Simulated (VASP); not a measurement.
# Ge (C2/m) in VASP: a series of runs

Ge is run at these levels: r2SCAN; tasks: single point.

All numbers are computed with VASP 6.6.1; they aren't measurements. Logs are shortened: lines on timing, memory, paths and dates and some standing lists are left out, and cuts for length are marked.

**1. The cell of the first run**

It takes space group C2/m (No. 12, monoclinic). Conventional cell: a = 5.206 Å, b = 2.794 Å, c = 2.701 Å, α = 90.00°, β = 95.01°, γ = 90.00°. Ge (site symmetry 2/m) has 8 Ge at 2.70 to 2.95 Å within 3.6 Å.

**2. Single point, r2SCAN (strain +0.0875 x Voigt [0, 0, 0, 1, 0, 0])**

POSCAR reads:

```
Ge
1.0
    1.3971490000     -2.6005160000     -0.1137725750
    1.3971490000      2.6005160000      0.1137725750
    0.0000000000      0.1180476062      2.6982310000
Ge
1
Direct
    0.5000000000      0.5000000000      0.0000000000
```

INCAR.step1 reads:

```
  ALGO = Normal
  EDIFF = 1E-5
  ENCUT = 550
  GGA = PE
  GGA_COMPAT = False
  ISMEAR = 0
  LASPH = True
  LCHARG = False
  LREAL = False
  LWAVE = True
  NBANDS = 13
  NELM = 120
  PREC = Accurate
  SIGMA = 0.15
```

INCAR.step2 reads:

```
  ALGO = Normal
  EDIFF = 1E-6
  ENCUT = 550
  GGA_COMPAT = False
  ISIF = 2
  ISMEAR = 0
  ISTART = 1
  LASPH = True
  LCHARG = False
  LMIXTAU = True
  LREAL = False
  LWAVE = False
  METAGGA = R2SCAN
  NBANDS = 13
  NELM = 120
  PREC = Accurate
  SIGMA = 0.15
```

KPOINTS reads:

```
k-points
0
Gamma
  20 20 18
```

Potentials or basis: VASP PAW PBE potentials, release 64 (Ge_d).

On the command line:

```
$ cat potpaw_PBE.64/Ge_d/POTCAR > POTCAR
$ cp INCAR.step1 INCAR
$ mpirun -np 1 vasp_std > vasp.out
$ cp INCAR.step2 INCAR
$ mpirun -np 1 vasp_std > vasp.out
```

OUTCAR:

```text
EDIFF = 1E-6
   ENCUT = 550
   ISIF = 2
   ISMEAR = 0
   ISTART = 1
   LASPH = True
   LREAL = False
   METAGGA = R2SCAN
   NELM = 120
   PREC = Accurate

 ion  position               nearest neighbor table
   1  0.500  0.500  0.000-

  LATTYP: Found a base centered monoclinic cell.
 ALAT       =     5.2060071706
 B/A-ratio  =     0.5367449388
 C/A-ratio  =     0.5187876175
 COS(beta)  =    -0.0873328395

  Lattice vectors:

 A1 = (  -1.3971490000,  -2.6005160000,  -0.1137725750)
 A2 = (   1.3971490000,  -2.6005160000,  -0.1137725750)
 A3 = (   0.0000000000,   0.1180476062,   2.6982310000)

Analysis of symmetry for initial positions (statically):
=====================================================================
 Subroutine PRICEL returns:
 Original cell was already a primitive cell.

 Routine SETGRP: Setting up the symmetry group for a
 base centered monoclinic supercell.

 Subroutine GETGRP returns: Found  4 space group operations
 (whereof  4 operations were pure point group operations)
 out of a pool of  4 trial point group operations.

The static configuration has the point symmetry C_2h.

Analysis of symmetry for dynamics (positions and initial velocities):
=====================================================================
 Subroutine PRICEL returns:
 Original cell was already a primitive cell.

 Routine SETGRP: Setting up the symmetry group for a
 base centered monoclinic supercell.

 Subroutine GETGRP returns: Found  4 space group operations
 (whereof  4 operations were pure point group operations)
 out of a pool of  4 trial point group operations.

The dynamic configuration has the point symmetry C_2h.

 Subroutine INISYM returns: Found  4 space group operations
 (whereof  4 operations are pure point group operations),
 and found     1 'primitive' translations

----------------------------------------------------------------------------------------

                                     Primitive cell

  volume of cell :      19.5695

  direct lattice vectors                    reciprocal lattice vectors
     1.397149000 -2.600516000 -0.113772575     0.357871637 -0.192638256  0.008427924
     1.397149000  2.600516000  0.113772575     0.357871637  0.192638256 -0.008427924
     0.000000000  0.118047606  2.698231000     0.000000000 -0.016245422  0.371323928

  length of vectors
     2.954260143  2.954260143  2.700812057     0.406512775  0.406512775  0.371679127

  position of ions in fractional coordinates (direct lattice)
     0.500000000  0.500000000  0.000000000

  ion indices of the primitive-cell ions
   primitive index   ion index
                 1           1

----------------------------------------------------------------------------------------

 KPOINTS: k-points

Automatic generation of k-mesh.
 Grid dimensions read from file:
 generate k-points for:   20   20   18

 Generating k-lattice:

  Cartesian coordinates                     Fractional coordinates (reciprocal lattice)
     0.017893582 -0.009631913  0.000421396     0.050000000 -0.000000000  0.000000000
     0.017893582  0.009631913 -0.000421396    -0.000000000  0.050000000  0.000000000
     0.000000000 -0.000902523  0.020629107     0.000000000 -0.000000000  0.055555556

  Length of vectors
     0.020325639  0.020325639  0.020648840

  Shift w.r.t. Gamma in fractional coordinates (k-lattice)
     0.000000000  0.000000000  0.000000000

 Subroutine IBZKPT returns following result:
 ===========================================

 Found   1902 irreducible k-points:

 Following reciprocal coordinates:
            Coordinates               Weight
  0.000000  0.000000  0.000000      1.000000
  0.050000 -0.000000  0.000000      4.000000
  0.100000 -0.000000  0.000000      4.000000
  0.150000 -0.000000  0.000000      4.000000
  0.200000 -0.000000  0.000000      4.000000
  0.250000 -0.000000  0.000000      4.000000
[... 16 lines left out ...]
 -0.400000  0.050000  0.000000      4.000000
 -0.350000  0.050000  0.000000      4.000000
 [... further k-points ...]
   k-points           NKPTS =   1902   k-points in BZ     NKDIM =   1902   number of bands    NBANDS=     13
   number of dos      NEDOS =    301   number of ions     NIONS =      1
   total plane-waves  NPLWV =  13824
   dimension x,y,z NGX =    24 NGY =   24 NGZ =   24
   dimension x,y,z NGXF=    48 NGYF=   48 NGZF=   48
   ions per type =               1
   NGX,Y,Z   is equivalent  to a cutoff of  13.51, 13.51, 14.77 a.u.
   NGXF,Y,Z  is equivalent  to a cutoff of  27.01, 27.01, 29.55 a.u.
 SYSTEM =  unknown system
   PREC   = accura    normal or accurate (medium, high low for compatibility)
   ISTART =      1    job   : 0-new  1-cont  2-samecut
   ICHARG =      0    charge: 1-file 2-atom 10-const
   ISPIN  =      1    spin polarized calculation?
   LNONCOLLINEAR =      F non collinear calculations
   LSORBIT =      F    spin-orbit coupling
   LASPH  =      T    aspherical Exc in radial PAW
   ENCUT  =  550.0 eV  40.42 Ry    6.36 a.u.   5.65  5.65  5.16*2*pi/ulx,y,z
   NELM   =    120;   NELMIN=  2; NELMDL=  0     # of ELM steps
   EDIFF  = 0.1E-05   stopping-criterion for ELM
   LREAL  =      F    real-space projection
   EDIFFG = 0.1E-04   stopping-criterion for IOM
   NSW    =      0    number of steps for IOM
   IBRION =     -1    ionic relax: 0-MD 1-quasi-New 2-CG
   NFREE  =      0    steps in history (QN), initial steepest desc. (CG)
   ISIF   =      2    stress and relaxation
   ISYM   =      2    0-nonsym 1-usesym 2-fastsym
   POTIM  = 0.5000    time-step for ionic-motion
   TEBEG  =    0.0;   TEEND  =   0.0 temperature during run
   PSTRESS=    0.0 pullay stress
   NELECT =      14.0000    total number of electrons
   NUPDOWN=      -1.0000    fix difference up-down
   EMIN   =  10.00;   EMAX   =-10.00  energy-range for DOS
   EFERMI =   0.00;   METHOD = LEGACY
   ISMEAR =     0;   SIGMA  =   0.15  broadening in eV -4-tet -1-fermi 0-gaus
   EFERMI_NEDOS =   21; number of points for ismear=-14 and -15
   IALGO  =     38    algorithm
   IMIX   =      4    mixing-type and parameters
     AMIX     =   0.40;   BMIX     =  1.00
     AMIX_MAG =   1.60;   BMIX_MAG =  1.00
  volume/ion in A,a.u.               =      19.57       132.06
  Fermi-wavevector in a.u.,A,eV,Ry     =   1.464169  2.766877 29.168027  2.143790
  Thomas-Fermi vector in A             =   2.580177
   LORBIT       =      0    0 simple, 1 ext, 2 COOP (PROOUT), +10 PAW based schemes
   METAGGA = R2SCAN    functional components
   LHFCALC =     F    Hartree Fock is set to
   AEXX    =    0.0000 exact exchange contribution
   IVDW    =     0    specifies the selected vdW correction
   LEPSILON=     F    determine dielectric tensor
   LRPA    =     F    only Hartree local field effects (RPA)
 non-spin polarized calculation
 Gauss-broadening in eV      SIGMA  =   0.15
  energy-cutoff  :      550.00
  volume of cell :       19.57
 maximum number of plane-waves:       590
   NGX = 11   NGY = 11   NGZ = 11

 number of electron      14.0000003 magnetization

 Free energy of the ion-electron system (eV)
  ---------------------------------------------------
  ext. energy  EPLUGINS =         0.00000000
  ---------------------------------------------------
  free energy    TOTEN  =       -13.45960248 eV

  energy without entropy =      -13.45530108  energy(sigma->0) =      -13.45745178

 E-fermi :   6.1411     XC(G=0): -12.0901

 val. band max:        6.1397956818   @ k =   0.1000   0.3500   0.3889
 cond. band min:       6.1412560173   @ k =   0.2500  -0.4000   0.3333
 fundamental gap:      0.0014603355
 Fermi energy:         6.1411285612

 k-point     1 :       0.0000    0.0000    0.0000
  band No.  band energies     occupation
      1     -19.3612      2.00000
      2     -19.2966      2.00000
      3     -19.2424      2.00000
      4     -19.1367      2.00000
      5     -19.1142      2.00000
      6      -7.3855      2.00000
      7      13.0718      0.00000
      8      13.8371      0.00000
      9      15.2438      0.00000
     10      16.8028      0.00000
     11      19.4802      0.00000
     12      21.9266      0.00000
     13      22.2799      0.00000

 k-point     2 :       0.0500   -0.0000    0.0000
  band No.  band energies     occupation
      1     -19.3593      2.00000
      2     -19.2938      2.00000
      3     -19.2429      2.00000
      4     -19.1370      2.00000
      5     -19.1155      2.00000
      6      -7.3214      2.00000
      7      13.0614      0.00000
      8      13.6317      0.00000
      9      14.5711      0.00000
     10      17.0808      0.00000
     11      19.5881      0.00000
     12      20.8079      0.00000
     13      22.6728      0.00000

 k-point     3 :       0.1000   -0.0000    0.0000
  band No.  band energies     occupation
      1     -19.3539      2.00000
      2     -19.2858      2.00000
      3     -19.2436      2.00000
      4     -19.1381      2.00000
      5     -19.1193      2.00000
      6      -7.1291      2.00000
      7      12.4966      0.00000
      8      13.2822      0.00000
      9      13.6245      0.00000
     10      17.3898      0.00000
     11      19.0122      0.00000
     12      20.9869      0.00000
     13      23.7154      0.00000
[... 305 lines left out ...]
 k-point    23 :      -0.4000    0.0500    0.0000
  band No.  band energies     occupation
      1     -19.3307      2.00000
      2     -19.2566      2.00000
      3     -19.1717      2.00000
      4     -19.1599      2.00000
      5     -19.1428      2.00000
      6      -3.8542      2.00000
      7       3.2856      2.00000
      8       9.3838      0.00000
      9      15.3866      0.00000
     10      16.1536      0.00000
     11      21.3430      0.00000
     12      25.2063      0.00000
     13      27.4496      0.00000

 k-point    24 :      -0.3500    0.0500    0.0000
  band No.  band energies     occupation
      1     -19.3294      2.00000
      2     -19.2617      2.00000
      3     -19.1860      2.00000
      4     -19.1574      2.00000
      5     -19.1404      2.00000
      6      -4.7043      2.00000
      7       4.8689      2.00000
      8       9.6975      0.00000
      9      15.4558      0.00000
     10      15.9071      0.00000
     11      20.5448      0.00000
     12      26.3527      0.00000
     13      28.4592      0.00000

 [... further k-points ...]

------------------------ aborting loop because EDIFF is reached ----------------------------------------

  FORCE on cell =-STRESS in cart. coord.  units (eV):
  Direction    XX          YY          ZZ          XY          YZ          ZX
  --------------------------------------------------------------------------------------
  -------------------------------------------------------------------------------------
  Total       -0.3066813     -0.4028521     -0.3963735      0.0000000     -0.4578484      0.0000000
  in kB      -25.1083687    -32.9819941    -32.4515799      0.0000000    -37.4846036      0.0000000
  external PRESSURE =     -30.1806476 kB  Pullay stress =       0.0000000 kB

 VOLUME and BASIS-vectors are now :
 -----------------------------------------------------------------------------
  energy-cutoff  :      550.00
  volume of cell :       19.57
      direct lattice vectors                 reciprocal lattice vectors
     1.397149000 -2.600516000 -0.113772575     0.357871637 -0.192638256  0.008427924
     1.397149000  2.600516000  0.113772575     0.357871637  0.192638256 -0.008427924
     0.000000000  0.118047606  2.698231000     0.000000000 -0.016245422  0.371323928

 POSITION                                       TOTAL-FORCE (eV/Angst)
 -----------------------------------------------------------------------------------
      1.39715      0.00000      0.00000        -0.000000      0.000000      0.000000
 -----------------------------------------------------------------------------------
    total drift:                               -0.000000     -0.000000     -0.000000

  FREE ENERGIE OF THE ION-ELECTRON SYSTEM (eV)
  ---------------------------------------------------
  free  energy   TOTEN  =       -13.4596024790 eV

  energy  without entropy=      -13.4553010762  energy(sigma->0) =      -13.45745178
```

Run time: 40 min. Hardware: 1 thread of Oxide Virtual Turin-like, shared host; peak memory 0.52 GiB.

What came out:

* Free energy: -13.4596 eV
* Pressure: -3.0 GPa
* Band gap on the k mesh: zero (bands 7 and 8 overlap by 9.99 eV)

Stress tensor (GPa, compression positive):
```
-2.51  0.00  0.00
 0.00 -3.30 -3.75
 0.00 -3.75 -3.25
```

Caveat: the cell differs from its parent crystal (strain +0.0875 x Voigt [0, 0, 0, 1, 0, 0]); the cell stands under tension; the PAW data sets were made with another functional, which shifts forces and pressure a little.

**3. Single point, r2SCAN (strain +0.0375 x Voigt [0, 0, 0, 1, 0, 0])**

POSCAR reads:

```
Ge
1.0
    1.3971490000     -2.6005160000     -0.0487596750
    1.3971490000      2.6005160000      0.0487596750
    0.0000000000      0.0505918312      2.6982310000
Ge
1
Direct
    0.5000000000      0.5000000000      0.0000000000
```

INCAR.step1 reads:

```
PREC = Accurate
ENCUT = 550
ISMEAR = 0
SIGMA = 0.15
LREAL = F
LASPH = T
NELM = 120
NBANDS = 13
GGA = PE
ALGO = Normal
EDIFF = 1E-5
LWAVE = T
LCHARG = F
GGA_COMPAT = F
```

INCAR.step2 reads:

```
PREC = Accurate
ENCUT = 550
EDIFF = 1E-6
ISMEAR = 0
SIGMA = 0.15
LREAL = F
LASPH = T
NELM = 120
ALGO = Normal
ISIF = 2
LWAVE = F
LCHARG = F
METAGGA = R2SCAN
LMIXTAU = T
NBANDS = 13
ISTART = 1
GGA_COMPAT = F
```

KPOINTS reads:

```
Automatic mesh
0
Gamma
  20 20 18
```

Potentials or basis: VASP PAW PBE potentials, release 64 (Ge_d).

On the command line:

```
$ cat potpaw_PBE.64/Ge_d/POTCAR > POTCAR
$ cp INCAR.step1 INCAR
$ mpirun -np 1 vasp_std > vasp.out
$ cp INCAR.step2 INCAR
$ mpirun -np 1 vasp_std > vasp.out
```

Wall time 20 min (1 thread of Oxide Virtual Turin-like, shared host); peak memory 0.52 GiB.

The run converged. Its results:

* Free energy: -13.4753 eV
* Pressure: -3.2 GPa
* Band gap on the k mesh: zero (bands 7 and 8 overlap by 10.10 eV)

Stress tensor (GPa, compression positive):
```
-2.52  0.00  0.00
 0.00 -3.59 -1.55
 0.00 -1.55 -3.56
```

Levels at points of the mesh, in eV from the Fermi level:
```
           k point  band 5  band 6  band 7  band 8  band 9  band 10
(0.00, 0.00, 0.00)  -25.26  -13.52    6.96    7.53    9.08    10.57
(0.50, 0.00, 0.00)  -25.28   -8.15   -5.59    3.60    7.92    11.07
(0.50, 0.50, 0.00)  -25.27   -9.06   -5.80    5.47    9.61    10.29
(0.00, 0.00, 0.50)  -25.30   -9.57   -5.94   10.47   12.12    16.48
(0.50, 0.00, 0.50)  -25.19   -3.68   -2.52   -1.76    4.11     6.60
(0.50, 0.50, 0.50)  -25.21   -4.74   -2.89   -2.21    3.76     8.53
```

Caveat: the cell differs from its parent crystal (strain +0.0375 x Voigt [0, 0, 0, 1, 0, 0]); the cell stands under tension; the PAW data sets were made with another functional, which shifts forces and pressure a little.
